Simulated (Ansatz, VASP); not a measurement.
# One calculation of PbF2, two programs

```
Pb F
1.0
     6.02406    0.00000    0.00000
     0.00000    3.00205    3.01128
     0.00000   -3.00205    3.01128
Pb F
2 4
Direct
  0.50000 0.97748 0.97748
  0.00000 0.47748 0.47748
  0.76477 0.97361 0.45867
  0.23523 0.45867 0.97361
  0.73523 0.47361 0.95867
  0.26477 0.95867 0.47361
```

Alike in both runs: task relaxation of cell and atoms; functional PBE; k mesh 4 × 6 × 6; occupations gaussian, width 0.02 eV; no spin polarisation.

|  | VASP | Ansatz |
| --- | --- | --- |
| version | VASP 6.6.1 | Ansatz 0.2.0 |
| potentials or method | VASP PAW PBE potentials, release 64 (Pb_d, F), cutoff 600 eV | scalar-relativistic, plane waves, PAW |
| valence electrons in the cell | 56 | 56 |

Ansatz gave:

```
gap on the k mesh at the Fermi level, each at its own relaxed structure (eV) : 4.42
relaxed volume (Å³/atom)                                                     : 18.01
relaxed cell length with the largest relative difference (Å)                 : 6.001
```

Q: What did VASP give for the same quantities?

A: gap on the k mesh at the Fermi level, each at its own relaxed structure (eV): 4.42; relaxed volume (Å³/atom): 17.94; relaxed cell length with the largest relative difference (Å): 5.989.

Spin-orbit coupling is off throughout.
